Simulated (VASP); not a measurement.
GaGe3: single point with PBEsol

The system is GaGe3.

```
Ga Ge
1.0
     4.27847    0.00000    0.00000
     0.00000    4.13571    0.00000
     0.00000    0.00000    4.13571
Ga Ge
1 3
Direct
  0.00000 0.00000 0.00000
  0.00000 0.50000 0.50000
  0.50000 0.00000 0.50000
  0.50000 0.50000 0.00000
```

| Item | Value |
| --- | --- |
| Program | VASP 6.6.1 |
| Task | single point |
| Functional | PBEsol |
| Potentials or basis | VASP PAW PBE potentials, release 64 (Ga_d, Ge_d) |
| Cutoff | 520 eV |
| k mesh | 6 × 6 × 6 |
| Occupations | fermi-dirac, width 0.15 eV |
| Spin | no spin polarisation |

```
Pressure : 0.5 GPa
```

Stress tensor (GPa, compression positive):
```
 1.63  0.00  0.00
 0.00 -0.02  0.00
 0.00  0.00 -0.02
```

Levels at points of the mesh, in eV from the Fermi level:
| k point | band 25 | band 26 | band 27 | band 28 | band 29 | band 30 | band 31 | band 32 |
| --- | --- | --- | --- | --- | --- | --- | --- | --- |
| (0.00, 0.00, 0.00) | -3.98 | -3.98 | -3.29 | 2.62 | 2.62 | 2.68 | 3.61 | 3.79 |
| (0.50, 0.00, 0.00) | -2.12 | -2.12 | -1.48 | -1.48 | 0.00 | 0.21 | 4.43 | 4.64 |
| (0.00, 0.50, 0.00) | -2.31 | -1.93 | -1.73 | -1.34 | -0.22 | 0.01 | 4.69 | 4.92 |
| (0.50, 0.50, 0.00) | -0.50 | 0.03 | 0.04 | 0.05 | 0.22 | 0.27 | 0.98 | 1.60 |
| (0.00, 0.50, 0.50) | -1.03 | -0.47 | -0.47 | -0.19 | 0.01 | 0.01 | 0.40 | 1.31 |
| (0.50, 0.50, 0.50) | -5.40 | -5.34 | -5.29 | -5.29 | 6.69 | 6.89 | 6.89 | 7.41 |

Wall time 58 s on 1 thread of Intel(R) Xeon(R) Platinum 8488C (Sapphire Rapids) (shared host), peak memory 0.23 GiB.

Caveat: the PAW data sets were made with another functional, which shifts forces and pressure a little.
